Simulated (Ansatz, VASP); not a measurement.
**One calculation of BN, two programs**

File INCAR:

```
ALGO = Normal
EDIFF = 1E-6
ENCUT = 600
GGA = PE
GGA_COMPAT = False
ISIF = 2
ISMEAR = 0
LASPH = True
LCHARG = False
LREAL = False
LWAVE = False
NBANDS = 11
NELM = 120
PREC = Accurate
SIGMA = 0.02
```

KPOINTS

```
k-points
0
Gamma
  12 12 12
```

The input POSCAR:

```
BN
1.0
    0.0000000000      1.7940413525      1.7940413525
    1.7940413525      0.0000000000      1.7940413525
    1.7940413525      1.7940413525      0.0000000000
B N
1 1
Direct
    0.0000000000      0.0000000000      0.0000000000
    0.2500000000      0.2500000000      0.2500000000
```

Input for Ansatz:

```yaml
crystal:
  lattice:
    - [0.0, 1.7940413525, 1.7940413525]
    - [1.7940413525, 0.0, 1.7940413525]
    - [1.7940413525, 1.7940413525, 0.0]
  atoms:
    - { symbol: B, position: [0.0, 0.0, 0.0] }
    - { symbol: "N", position: [0.25, 0.25, 0.25] }
basis:
  ecutwfc: 600.0
kpoints:
  mp_grid: { grid: [12, 12, 12] }
hamiltonian:
  xc: pbe
scf:
  occupations: { method: gaussian, width: 0.02 }
output:
  forces: true
  stress: true
  eigenvalues: true
```

Alike in both runs: task single point; functional PBE; k mesh 12 × 12 × 12; occupations gaussian, width 0.02 eV; no spin polarisation.

|  | VASP | Ansatz |
| --- | --- | --- |
| version | VASP 6.6.1 | Ansatz 0.2.0 |
| potentials or method | VASP PAW PBE potentials, release 64 (B, N), cutoff 600 eV | scalar-relativistic, plane waves, PAW |
| valence electrons in the cell | 8 | 8 |

VASP gave:

| Item | Value |
| --- | --- |
| gap on the k mesh at the Fermi level (eV) | 4.48 |
| least direct gap on the mesh (eV) | 8.93 |
| pressure (GPa) | 12.0 |

Problem. What did Ansatz give for the same quantities?

Solution. gap on the k mesh at the Fermi level (eV): 4.49; least direct gap on the mesh (eV): 8.94; pressure (GPa): 12.0.
